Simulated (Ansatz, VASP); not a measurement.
One calculation of Ta, two programs

```
Ta
1.0
     2.89341    0.00563    0.00264
    -1.44183    2.49956    0.01124
     0.00470    0.02583    5.16524
Ta
2
Direct
  0.71190 0.32252 0.75262
  0.28810 0.67748 0.24738
```

Change from the starting cell: all atoms moved at random, cell strained at random.

Alike in both runs: task single point; functional PBEsol; k mesh 14 × 14 × 8; occupations gaussian, width 0.1 eV; no spin polarisation.

|  | VASP | Ansatz |
| --- | --- | --- |
| version | VASP 6.6.1 | Ansatz 0.2.0 |
| potentials or method | VASP PAW PBE potentials, release 64 (Ta_pv), cutoff 520 eV | scalar-relativistic, plane waves, PAW |
| valence electrons in the cell | 22 | 26 |

Ansatz gave:

* gap on the k mesh at the Fermi level (eV): none
* pressure (GPa): -5.9
* traceless stress, the component that is largest in VASP (GPa): 5.11
* rms of the force components (eV/Å): 0.273

Which values does VASP return?

gap on the k mesh at the Fermi level (eV): none; pressure (GPa): -5.8; traceless stress, the component that is largest in VASP (GPa): 5.08; rms of the force components (eV/Å): 0.273.

VASP's potentials were made for PBE, not for PBEsol. Atom by atom the forces differ by 0.000 eV/Å (rms over components). A gap of «none» marks a metal or a gap that the smearing closes. The functional is the same, so the differences come from potentials, cutoffs and numerics. VASP's potentials hold 22 valence electrons a cell and Ansatz's 26, so a difference there can come from the potentials and not from the codes.

Spin-orbit coupling is off throughout.
